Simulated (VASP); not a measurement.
## TaF3: single point with PBEsol

TaF3:

```
Ta F
1.0
     3.78416    0.00000    0.00000
     0.00000    3.78416    0.00000
     0.00000    0.00000    4.01824
Ta F
1 3
Cartesian
  0.0000 0.0000 0.0000
  1.8921 0.0000 0.0000
  0.0000 1.8921 0.0000
  0.0000 0.0000 2.0091
```

This cell differs from its parent crystal: strain -0.030 along x and y, +0.030 along z.

```yaml
Program: VASP 6.6.1
Task: single point
Functional: PBEsol
Potentials_or_basis: VASP PAW PBE potentials, release 64 (Ta_pv, F)
Cutoff: 520 eV
k_mesh: 12 × 12 × 12
Occupations: gaussian, width 0.15 eV
Spin: no spin polarisation
Dipole_correction: no
Further_INCAR_settings: ALGO = Normal; EDIFF = 1e-06; NBANDS = 24
```

* Pressure: 29.2 GPa
* Band gap on the k mesh: zero (band 16 reaches 6.93 eV, above the bottom of band 17 at 3.78 eV)

Stress tensor (GPa, compression positive):
```
38.34  0.00  0.00
 0.00 38.34  0.00
 0.00  0.00 10.97
```

Levels at points of the mesh, in eV from the Fermi level:
```
           k point  band 13  band 14  band 15  band 16  band 17  band 18  band 19  band 20
(0.00, 0.00, 0.00)    -9.14    -8.81    -8.81    -1.37    -1.30    -1.30    -0.62     2.44
(0.50, 0.00, 0.00)    -9.22    -9.11    -8.80    -1.19     0.57     0.61     1.84     2.43
(0.50, 0.50, 0.00)    -9.14    -9.14    -8.96     0.77     0.77     1.89     2.70     4.91
(0.00, 0.00, 0.50)    -9.59    -9.42    -9.42    -1.31     0.10     0.10     2.17     2.43
(0.50, 0.00, 0.50)    -9.89    -9.38    -8.46     0.23     0.65     1.51     4.02     4.88
(0.50, 0.50, 0.50)    -8.95    -8.45    -8.45     1.85     1.85     2.20     3.54     6.93
```

Wall time 80 s on 1 thread of Intel(R) Xeon(R) 6975P-C (Granite Rapids) (shared host), peak memory 0.33 GiB.

Caveat: the cell differs from its parent crystal (strain -0.030 along x and y, +0.030 along z); the PAW data sets were made with another functional, which shifts forces and pressure a little; spin-orbit coupling is left out, which moves the levels of the heavy elements.
